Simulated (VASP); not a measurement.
# NaH (P1) in VASP: single point with PBE

Aim: the single point of NaH with PBE.

All numbers are computed with VASP 6.6.1; they aren't measurements. Logs are shortened: lines on timing, memory, paths and dates and some standing lists are left out, and cuts for length are marked.

## (1) The cell of the first run

The typed cell holds 2 atoms: a = 2.955 Å, b = 2.955 Å, c = 2.955 Å, α = 90.00°, β = 90.00°, γ = 90.00°.

## (2) Single point, PBE (one atom moved)

INCAR reads:

```
SYSTEM = NaH
PREC = Accurate ; ENCUT = 520
EDIFF = 1E-7 ; ISMEAR = 0
SIGMA = 0.02 ; LREAL = .FALSE.
LASPH = .TRUE. ; NELM = 100
ALGO = Normal ; ISIF = 2
LWAVE = .FALSE. ; LCHARG = .TRUE.
GGA = PE ; LELF = .TRUE.
LVHAR = .TRUE. ; NBANDS = 11
```

KPOINTS reads:

```
Automatic mesh
0
G
  10 10 10
  0 0 0
```

POSCAR reads:

```
NaH
1.0
    2.9551240000      0.0000000000      0.0000000000
    0.0000000000      2.9551240000      0.0000000000
    0.0000000000      0.0000000000      2.9551240000
Na H
1 1
Direct
    0.0000000000      0.0000000000      0.0000000000
    0.5910283291      0.4241419311      0.5454160299
```

Potentials or basis: VASP PAW PBE potentials, release 64 (Na_pv, H).

Launch:

```
$ cat potpaw_PBE.64/Na_pv/POTCAR potpaw_PBE.64/H/POTCAR > POTCAR
$ mpirun -np 1 vasp_std > vasp.out
```

OUTCAR:

```text
SYSTEM = NaH
   PREC = Accurate
   ENCUT = 520
   EDIFF = 1E-7
   ISMEAR = 0
   LREAL = .FALSE.
   LASPH = .TRUE.
   NELM = 100
   ISIF = 2
   GGA = PE

 ion  position               nearest neighbor table
   1  0.000  0.000  0.000-
   2  0.591  0.424  0.545-

  LATTYP: Found a simple cubic cell.
 ALAT       =     2.9551240000

  Lattice vectors:

 A1 = (   2.9551240000,   0.0000000000,   0.0000000000)
 A2 = (   0.0000000000,   2.9551240000,   0.0000000000)
 A3 = (   0.0000000000,   0.0000000000,   2.9551240000)

Analysis of symmetry for initial positions (statically):
=====================================================================
 Subroutine PRICEL returns:
 Original cell was already a primitive cell.

 Routine SETGRP: Setting up the symmetry group for a
 simple cubic supercell.

 Subroutine GETGRP returns: Found  1 space group operations
 (whereof  1 operations were pure point group operations)
 out of a pool of 48 trial point group operations.

The static configuration has the point symmetry C_1 .

Analysis of symmetry for dynamics (positions and initial velocities):
=====================================================================
 Subroutine PRICEL returns:
 Original cell was already a primitive cell.

 Routine SETGRP: Setting up the symmetry group for a
 simple cubic supercell.

 Subroutine GETGRP returns: Found  1 space group operations
 (whereof  1 operations were pure point group operations)
 out of a pool of 48 trial point group operations.

The dynamic configuration has the point symmetry C_1 .

 Subroutine INISYM returns: Found  1 space group operations
 (whereof  1 operations are pure point group operations),
 and found     1 'primitive' translations

----------------------------------------------------------------------------------------

                                     Primitive cell

  volume of cell :      25.8064

  direct lattice vectors                    reciprocal lattice vectors
     2.955124000  0.000000000  0.000000000     0.338395275  0.000000000  0.000000000
     0.000000000  2.955124000  0.000000000     0.000000000  0.338395275  0.000000000
     0.000000000  0.000000000  2.955124000     0.000000000  0.000000000  0.338395275

  length of vectors
     2.955124000  2.955124000  2.955124000     0.338395275  0.338395275  0.338395275

  position of ions in fractional coordinates (direct lattice)
     0.000000000  0.000000000  0.000000000
     0.591028329  0.424141931  0.545416030

  ion indices of the primitive-cell ions
   primitive index   ion index
                 1           1
                 2           2

----------------------------------------------------------------------------------------

 KPOINTS: Automatic mesh

Automatic generation of k-mesh.
 Grid dimensions read from file:
 generate k-points for:   10   10   10

 Generating k-lattice:

  Cartesian coordinates                     Fractional coordinates (reciprocal lattice)
     0.033839528  0.000000000  0.000000000     0.100000000  0.000000000  0.000000000
     0.000000000  0.033839528  0.000000000     0.000000000  0.100000000  0.000000000
     0.000000000  0.000000000  0.033839528     0.000000000  0.000000000  0.100000000

  Length of vectors
     0.033839528  0.033839528  0.033839528

  Shift w.r.t. Gamma in fractional coordinates (k-lattice)
     0.000000000  0.000000000  0.000000000

 Subroutine IBZKPT returns following result:
 ===========================================

 Found    504 irreducible k-points:

 Following reciprocal coordinates:
            Coordinates               Weight
  0.000000  0.000000  0.000000      1.000000
  0.100000  0.000000  0.000000      2.000000
  0.000000  0.100000  0.000000      2.000000
  0.000000  0.000000  0.100000      2.000000
  0.200000  0.000000  0.000000      2.000000
  0.000000  0.200000  0.000000      2.000000
[... 16 lines left out ...]
  0.200000  0.100000  0.000000      2.000000
  0.000000  0.200000  0.100000      2.000000
 [... further k-points ...]
   k-points           NKPTS =    504   k-points in BZ     NKDIM =    504   number of bands    NBANDS=     11
   number of dos      NEDOS =    301   number of ions     NIONS =      2
   total plane-waves  NPLWV =  13824
   dimension x,y,z NGX =    24 NGY =   24 NGZ =   24
   dimension x,y,z NGXF=    48 NGYF=   48 NGZF=   48
   ions per type =               1   1
   NGX,Y,Z   is equivalent  to a cutoff of  13.50, 13.50, 13.50 a.u.
   NGXF,Y,Z  is equivalent  to a cutoff of  27.00, 27.00, 27.00 a.u.
 SYSTEM =  NaH
   PREC   = accura    normal or accurate (medium, high low for compatibility)
   ISTART =      0    job   : 0-new  1-cont  2-samecut
   ICHARG =      2    charge: 1-file 2-atom 10-const
   ISPIN  =      1    spin polarized calculation?
   LNONCOLLINEAR =      F non collinear calculations
   LSORBIT =      F    spin-orbit coupling
   LASPH  =      T    aspherical Exc in radial PAW
   ENCUT  =  520.0 eV  38.22 Ry    6.18 a.u.   5.49  5.49  5.49*2*pi/ulx,y,z
   NELM   =    100;   NELMIN=  2; NELMDL= -5     # of ELM steps
   EDIFF  = 0.1E-06   stopping-criterion for ELM
   LREAL  =      F    real-space projection
   EDIFFG = 0.1E-05   stopping-criterion for IOM
   NSW    =      0    number of steps for IOM
   IBRION =     -1    ionic relax: 0-MD 1-quasi-New 2-CG
   NFREE  =      0    steps in history (QN), initial steepest desc. (CG)
   ISIF   =      2    stress and relaxation
   ISYM   =      2    0-nonsym 1-usesym 2-fastsym
   POTIM  = 0.5000    time-step for ionic-motion
   TEBEG  =    0.0;   TEEND  =   0.0 temperature during run
   PSTRESS=    0.0 pullay stress
   NELECT =       8.0000    total number of electrons
   NUPDOWN=      -1.0000    fix difference up-down
   EMIN   =  10.00;   EMAX   =-10.00  energy-range for DOS
   EFERMI =   0.00;   METHOD = LEGACY
   ISMEAR =     0;   SIGMA  =   0.02  broadening in eV -4-tet -1-fermi 0-gaus
   EFERMI_NEDOS =   21; number of points for ismear=-14 and -15
   IALGO  =     38    algorithm
   IMIX   =      4    mixing-type and parameters
     AMIX     =   0.40;   BMIX     =  1.00
     AMIX_MAG =   1.60;   BMIX_MAG =  1.00
  volume/ion in A,a.u.               =      12.90        87.08
  Fermi-wavevector in a.u.,A,eV,Ry     =   1.107973  2.093765 16.702564  1.227604
  Thomas-Fermi vector in A             =   2.244494
   LORBIT       =      0    0 simple, 1 ext, 2 COOP (PROOUT), +10 PAW based schemes
   GGA     = PE    functional components
   LHFCALC =     F    Hartree Fock is set to
   AEXX    =    0.0000 exact exchange contribution
   IVDW    =     0    specifies the selected vdW correction
   LEPSILON=     F    determine dielectric tensor
   LRPA    =     F    only Hartree local field effects (RPA)
 non-spin polarized calculation
 Gauss-broadening in eV      SIGMA  =   0.02
  energy-cutoff  :      520.00
  volume of cell :       25.81
 maximum number of plane-waves:       739
 NGX is ok and might be reduce to    24
   NGX = 11   NGY = 11   NGZ = 11

 number of electron       8.0000007 magnetization

 Free energy of the ion-electron system (eV)
  ---------------------------------------------------
  ext. energy  EPLUGINS =         0.00000000
  ---------------------------------------------------
  free energy    TOTEN  =        -4.73398062 eV

  energy without entropy =       -4.73398062  energy(sigma->0) =       -4.73398062

 E-fermi :   1.3808     XC(G=0):  -8.1253

 val. band max:        1.1714120026   @ k =   0.5000   0.5000   0.5000
 cond. band min:       2.3082784363   @ k =   0.5000   0.0000   0.0000
 fundamental gap:      1.1368664337
 Fermi energy:         1.3807836040

 k-point     1 :       0.0000    0.0000    0.0000
  band No.  band energies     occupation
      1     -23.1963      2.00000
      2     -23.1904      2.00000
      3     -23.1840      2.00000
      4      -4.6039      2.00000
      5       9.4847      0.00000
      6      12.0813      0.00000
      7      12.1833      0.00000
      8      13.9305      0.00000
      9      14.0664      0.00000
     10      14.7052      0.00000
     11      26.4781      0.00000

 k-point     2 :       0.1000    0.0000    0.0000
  band No.  band energies     occupation
      1     -23.2129      2.00000
      2     -23.1895      2.00000
      3     -23.1826      2.00000
      4      -4.4475      2.00000
      5       8.6744      0.00000
      6      11.3974      0.00000
      7      12.3310      0.00000
      8      14.0480      0.00000
      9      14.2305      0.00000
     10      16.5546      0.00000
     11      25.1493      0.00000

 k-point     3 :       0.0000    0.1000    0.0000
  band No.  band energies     occupation
      1     -23.2087      2.00000
      2     -23.1937      2.00000
      3     -23.1826      2.00000
      4      -4.4474      2.00000
      5       8.6970      0.00000
      6      11.3356      0.00000
      7      12.3194      0.00000
      8      14.0475      0.00000
      9      14.3145      0.00000
     10      16.5208      0.00000
     11      25.1017      0.00000

 k-point     4 :       0.0000    0.0000    0.1000
  band No.  band energies     occupation
      1     -23.2020      2.00000
      2     -23.1947      2.00000
      3     -23.1883      2.00000
      4      -4.4473      2.00000
      5       8.7259      0.00000
      6      11.2883      0.00000
      7      12.2475      0.00000
      8      14.1778      0.00000
      9      14.3193      0.00000
     10      16.4745      0.00000
     11      25.0505      0.00000

 k-point     5 :       0.2000    0.0000    0.0000
  band No.  band energies     occupation
      1     -23.2578      2.00000
      2     -23.1856      2.00000
      3     -23.1787      2.00000
      4      -3.9931      2.00000
      5       6.6836      0.00000
      6      11.3557      0.00000
      7      12.8197      0.00000
      8      14.4031      0.00000
      9      14.6046      0.00000
     10      19.6514      0.00000
     11      22.9914      0.00000
[... 211 lines left out ...]
 k-point    21 :      -0.1000    0.0000    0.1000
  band No.  band energies     occupation
      1     -23.2118      2.00000
      2     -23.1996      2.00000
      3     -23.1876      2.00000
      4      -4.2930      2.00000
      5       8.3234      0.00000
      6      10.5626      0.00000
      7      12.0984      0.00000
      8      14.0293      0.00000
      9      15.8066      0.00000
     10      17.1655      0.00000
     11      23.2459      0.00000

 k-point    22 :       0.0000   -0.1000    0.1000
  band No.  band energies     occupation
      1     -23.2071      2.00000
      2     -23.2002      2.00000
      3     -23.1918      2.00000
      4      -4.2926      2.00000
      5       8.4720      0.00000
      6      10.2287      0.00000
      7      12.1630      0.00000
      8      14.0555      0.00000
      9      16.3894      0.00000
     10      16.6991      0.00000
     11      23.2096      0.00000

 k-point    23 :       0.2000    0.1000    0.0000
  band No.  band energies     occupation
      1     -23.2561      2.00000
      2     -23.2020      2.00000
      3     -23.1774      2.00000
      4      -3.8446      2.00000
      5       6.7069      0.00000
      6      10.2934      0.00000
      7      12.4244      0.00000
      8      14.4153      0.00000
      9      16.4576      0.00000
     10      19.8519      0.00000
     11      20.9330      0.00000

 k-point    24 :       0.0000    0.2000    0.1000
  band No.  band energies     occupation
      1     -23.2517      2.00000
      2     -23.1958      2.00000
      3     -23.1880      2.00000
      4      -3.8443      2.00000
      5       6.7599      0.00000
      6      10.1412      0.00000
      7      12.4804      0.00000
      8      14.3747      0.00000
      9      16.6369      0.00000
     10      19.7790      0.00000
     11      20.8948      0.00000

 [... further k-points ...]
[... 5 lines left out ...]
  --------------------------------------------------------------------------------------
  -------------------------------------------------------------------------------------
  Total        0.2445585      0.2367554      0.2340686     -0.1871605     -0.1127185      0.1257607
  in kB       15.1833012     14.6988480     14.5320381    -11.6197707     -6.9980758      7.8077949
  external PRESSURE =      14.8047291 kB  Pullay stress =       0.0000000 kB

 VOLUME and BASIS-vectors are now :
 -----------------------------------------------------------------------------
  energy-cutoff  :      520.00
  volume of cell :       25.81
      direct lattice vectors                 reciprocal lattice vectors
     2.955124000  0.000000000  0.000000000     0.338395275  0.000000000  0.000000000
     0.000000000  2.955124000  0.000000000     0.000000000  0.338395275  0.000000000
     0.000000000  0.000000000  2.955124000     0.000000000  0.000000000  0.338395275

 POSITION                                       TOTAL-FORCE (eV/Angst)
 -----------------------------------------------------------------------------------
      0.00000      0.00000      0.00000         0.168539     -0.156103      0.110206
      1.74656      1.25339      1.61177        -0.168539      0.156103     -0.110206
 -----------------------------------------------------------------------------------
    total drift:                                0.000006     -0.000035     -0.000013

  FREE ENERGIE OF THE ION-ELECTRON SYSTEM (eV)
  ---------------------------------------------------
  free  energy   TOTEN  =        -4.7339806193 eV

  energy  without entropy=       -4.7339806193  energy(sigma->0) =       -4.73398062
```

It took 100 s on 1 thread of Intel Xeon 8259CL, shared host; peak memory 0.25 GiB.

Results:

| Property | Result |
| --- | --- |
| Free energy | -4.7340 eV |
| Pressure | 1.5 GPa |
| Largest force | 0.255 eV/Å |
| Band gap on the k mesh | 1.14 eV, indirect (least direct gap 4.41 eV) |

Forces in eV/Å, atoms in the order of the input:
```
Na   0.169 -0.156  0.110
H   -0.169  0.156 -0.110
```

Caveat: the cell differs from its parent crystal (one atom moved).
